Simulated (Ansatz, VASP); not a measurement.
## CuI: VASP beside Ansatz

File INCAR:

```
PREC = Accurate
ENCUT = 520
EDIFF = 1E-6
ISMEAR = -1
SIGMA = 0.02
LREAL = F
LASPH = T
NELM = 60
ALGO = Normal
ISIF = 2
LWAVE = F
LCHARG = F
GGA = PE
NBANDS = 26
```

File KPOINTS:

```
Automatic mesh
0
Gamma
  5 5 6
```

The input POSCAR:

```
CuI
1.0
    3.6585042382     -3.6368646426      0.0000000000
    3.6585042382      3.6368646426      0.0000000000
    0.0000000000      0.0000000000      4.3069976700
Cu I
2 2
Direct
    0.4204388300      0.5795611700      0.7500000000
    0.5795611700      0.4204388300      0.2500000000
    0.7700426800      0.2299573200      0.7500000000
    0.2299573200      0.7700426800      0.2500000000
```

Input for Ansatz:

```yaml
crystal:
  lattice:
    - [3.6585042382, -3.6368646426, 0.0]
    - [3.6585042382, 3.6368646426, 0.0]
    - [0.0, 0.0, 4.30699767]
  atoms:
    - { symbol: Cu, position: [0.42043883, 0.57956117, 0.75] }
    - { symbol: Cu, position: [0.57956117, 0.42043883, 0.25] }
    - { symbol: I, position: [0.77004268, 0.22995732, 0.75] }
    - { symbol: I, position: [0.22995732, 0.77004268, 0.25] }
kpoints:
  mp_grid: { grid: [5, 5, 6] }
  band_path:
    path:
      - [0.0, 0.0, 0.0]
      - [0.5, 0.5, 0.0]
      - [0.4970513089, 0.5029486911, 0.0]
      - [-0.4970513089, 0.4970513089, 0.0]
      - [0.0, 0.0, 0.0]
      - [0.0, 0.0, 0.5]
      - [-0.4970513089, 0.4970513089, 0.5]
      - [0.4970513089, 0.5029486911, 0.5]
      - [0.5, 0.5, 0.5]
    npoints: 5
scf:
  occupations: { method: fermi_dirac, width: 0.02 }
hamiltonian:
  xc: pbe
  pseudopotentials: { kind: all_electron, lapw: { basis_error: 0.0005 } }
output:
  forces: true
  stress: true
  eigenvalues: true
```

Change from the starting cell: equal xx and yy strain of -2 %.

Alike in both runs: task single point; functional PBE; k mesh 5 × 5 × 6; occupations fermi-dirac, width 0.02 eV; no spin polarisation.

|  | VASP | Ansatz |
| --- | --- | --- |
| version | VASP 6.6.1 | Ansatz 0.2.0 |
| potentials or method | VASP PAW PBE potentials, release 64 (Cu, I), cutoff 520 eV | all-electron LAPW, scalar-relativistic |

```csv
,VASP,Ansatz,Ansatz less VASP
gap on the k mesh at the Fermi level (eV),1.12,1.10,-0.017
pressure (GPa),2.9,2.8,-0.12
"traceless stress, the component that is largest in VASP (GPa)",-1.61,-1.56,+0.056
rms of the force components (eV/Å),0.232,0.226,-0.0053
```

Atom by atom the forces differ by 0.007 eV/Å (rms over components). Ansatz ran all-electron here, and VASP with PAW potentials.

Spin-orbit coupling is off throughout.
